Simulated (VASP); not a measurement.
# BaTe: single point with r2SCAN

The system is BaTe.

```
Ba Te
1.0
     0.00000    3.53238    3.53238
     3.53238    0.00000    3.53238
     3.53238    3.53238    0.00000
Ba Te
1 1
Direct
  0.00000 0.00000 0.00000
  0.50000 0.50000 0.50000
```

```json
{
 "Program": "VASP 6.6.1",
 "Task": "single point",
 "Functional": "r2SCAN",
 "Potentials or basis": "VASP PAW PBE potentials, release 64 (Ba_sv, Te)",
 "Cutoff": "520 eV",
 "k mesh": "6 × 6 × 6",
 "Occupations": "gaussian, width 0.01 eV",
 "Spin": "no spin polarisation",
 "Dipole correction": "no",
 "Further INCAR settings": "ALGO = Normal; EDIFF = 1e-07; NBANDS = 15"
}
```

| Item | Value |
| --- | --- |
| Pressure | 0.3 GPa |
| Band gap on the k mesh | 1.93 eV, indirect (least direct gap 2.32 eV) |

Levels at points of the mesh, in eV from the valence-band top:
| k point | band 5 | band 6 | band 7 | band 8 | band 9 | band 10 | band 11 | band 12 |
| --- | --- | --- | --- | --- | --- | --- | --- | --- |
| (0.00, 0.00, 0.00) | -9.75 | 0.00 | 0.00 | 0.00 | 3.36 | 3.36 | 3.36 | 3.47 |
| (0.50, 0.00, 0.00) | -9.05 | -2.15 | -1.07 | -1.07 | 4.60 | 5.19 | 5.35 | 5.35 |
| (0.50, 0.50, 0.00) | -9.54 | -1.14 | -0.39 | -0.39 | 1.93 | 4.90 | 5.23 | 6.10 |

Wall time 2.3 min on 1 thread of Intel Xeon 6975P-C, on a shared host, peak memory 0.26 GiB.

Caveat: the PAW data sets were made with another functional, which shifts forces and pressure a little; spin-orbit coupling is left out, which moves the levels of the heavy elements. r2SCAN opens gaps a little over a GGA but as a rule still falls short of measured ones.
